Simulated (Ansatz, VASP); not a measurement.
# Two plane-wave programs on ZnS

The input INCAR:

```
SYSTEM = ZnS
  PREC = Accurate
  ENCUT = 600
  EDIFF = 1E-7
  ISMEAR = 0
  SIGMA = 0.02
  LREAL = .FALSE.
  LASPH = .TRUE.
  NELM = 100
  ALGO = Normal
  ISIF = 3
  LWAVE = .FALSE.
  LCHARG = .FALSE.
  GGA = PE
  IBRION = 2
  NSW = 80
  EDIFFG = -0.01
```

File KPOINTS:

```
regular mesh
0
G
  8 8 8
  0 0 0
```

The input POSCAR:

```
ZnS
1.0
    0.0000000000      2.7248887995      2.7248887995
    2.7248887995      0.0000000000      2.7248887995
    2.7248887995      2.7248887995      0.0000000000
Zn S
1 1
Direct
    0.0000000000      0.0000000000      0.0000000000
    0.7500000000      0.7500000000      0.7500000000
```

Input for Ansatz:

```yaml
crystal:
  lattice:
    - [0.0, 2.7248887995, 2.7248887995]
    - [2.7248887995, 0.0, 2.7248887995]
    - [2.7248887995, 2.7248887995, 0.0]
  atoms:
    - { symbol: Zn, position: [0.0, 0.0, 0.0] }
    - { symbol: S, position: [0.75, 0.75, 0.75] }
basis:
  ecutwfc: 420
kpoints:
  mp_grid: { grid: [8, 8, 8] }
hamiltonian:
  xc: pbe
scf:
  occupations: { method: gaussian, width: 0.02 }
output:
  forces: true
  stress: true
  eigenvalues: true
relax:
  adjacent_minimum: "off"
  f_tol: 0.01
  max_steps: 60
  cell: { stress_tol: 0.1 }
```

Alike in both runs: task relaxation of cell and atoms; functional PBE; k mesh 8 × 8 × 8; occupations gaussian, width 0.02 eV; no spin polarisation.

|  | VASP | Ansatz |
| --- | --- | --- |
| version | VASP 6.6.1 | Ansatz 0.2.0 |
| potentials or method | VASP PAW PBE potentials, release 64 (Zn, S), cutoff 600 eV | scalar-relativistic, plane waves, PAW |
| valence electrons in the cell | 18 | 18 |

|  | VASP | Ansatz | Ansatz less VASP |
| --- | --- | --- | --- |
| gap on the k mesh at the Fermi level, each at its own relaxed structure (eV) | 2.01 | 2.01 | +0.004 |
| relaxed volume (Å³/atom) | 20.20 | 20.16 | -0.037 |
| relaxed cell length with the largest relative difference (Å) | 3.852 | 3.849 | -0.0024 |
